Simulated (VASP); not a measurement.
Wanted: the native input for a VASP 6.6.1 run.

| Item | Value |
| --- | --- |
| Task | single point |
| Functional | LDA |
| Potentials or basis | VASP PAW LDA potentials, release 64 (In_d, Sb) |
| Cutoff | 500 eV |
| k mesh | 6 × 6 × 6 |
| Occupations | gaussian, width 0.1 eV |
| Spin | no spin polarisation |
| Dipole correction | no |
| Further INCAR settings | ALGO = Normal; EDIFF = 1e-06; NBANDS = 16 |

The structure of InSb (lda) lies in POSCAR:

```
InSb
1.0
    0.0000000000      3.3166107100      3.3166107100
    3.3166107100      0.0000000000      3.3166107100
    3.3166107100      3.3166107100      0.0000000000
In Sb
1 1
Direct
    0.0000000000      0.0000000000      0.0000000000
    0.7500000000      0.7500000000      0.7500000000
```

These files were run (other wordings do the same):

INCAR

```
PREC = Accurate ; ENCUT = 500
EDIFF = 1E-6 ; ISMEAR = 0
SIGMA = 0.1 ; LREAL = False
LASPH = True ; NELM = 120
ALGO = Normal ; ISIF = 2
LWAVE = False ; LCHARG = False
NBANDS = 16 ; GGA_COMPAT = False
```

KPOINTS

```
regular mesh
0
Gamma
  6 6 6
```

Potentials or basis: VASP PAW LDA potentials, release 64 (In_d, Sb).

The run is started by

```console
$ cat potpaw_LDA.64/In_d/POTCAR potpaw_LDA.64/Sb/POTCAR > POTCAR
$ mpirun -np 1 vasp_std > vasp.out
```

It gave:

```json
{
  "Pressure": "-3.1 GPa",
  "Band gap on the k mesh": "zero (filled and empty bands touch)"
}
```

Caveat: spin-orbit coupling is left out, which moves the levels of the heavy elements.

It took 7.4 s on 1 thread of Intel(R) Xeon(R) 6975P-C (Granite Rapids), on a shared host, peak memory 0.18 GiB.
